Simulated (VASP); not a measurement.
Input of a VASP 6.6.1 run:

Contents of INCAR:

```
SYSTEM = Sn
ALGO     = Fast           ! electronic algorithm
EDIFF    = 1E-6           ! SCF threshold, eV
ENCUT    = 520            ! plane-wave cutoff, eV
GGA      = PS             ! functional
ISIF     = 2              ! what is computed and relaxed
ISMEAR   = 0              ! smearing method
LASPH    = .TRUE.         ! aspherical terms in the spheres
LCHARG   = .FALSE.        ! write CHGCAR
LREAL    = .FALSE.        ! projectors in reciprocal space
LWAVE    = .FALSE.        ! write WAVECAR
NBANDS   = 21             ! bands
NELM     = 80             ! most SCF steps
PREC     = Accurate       ! precision mode
SIGMA    = 0.15           ! smearing width, eV
```

The input KPOINTS:

```
k-points
0
G
  12 12 12
  0 0 0
```

POSCAR

```
Sn
1.0
    0.0000000000      3.3754240000      2.9859520000
    3.3754240000      0.0000000000      2.9859520000
    3.3754240000      3.3754240000      0.0000000000
Sn
2
Direct
    0.5000000000      0.5000000000      0.5000000000
    0.7500000000      0.7500000000      0.7500000000
```

Potentials or basis: VASP PAW PBE potentials, release 64 (Sn_d).

Run with:

```console
$ cat potpaw_PBE.64/Sn_d/POTCAR > POTCAR
$ mpirun -np 1 vasp_std > vasp.out
```

Q: What does it give for the pressure?

A: 0.9 GPa.

Q: Predict the band gap on the k mesh.

A: Zero (band 14 reaches 5.65 eV, above the bottom of band 15 at 5.32 eV).

Stress tensor (GPa, compression positive):
```
-0.01  0.00  0.00
 0.00 -0.01  0.00
 0.00  0.00  2.77
```

Caveat: the cell differs from its parent crystal (strain +0.040 along x and y, -0.080 along z); the PAW data sets were made with another functional, which shifts forces and pressure a little; spin-orbit coupling is left out, which moves the levels of the heavy elements.
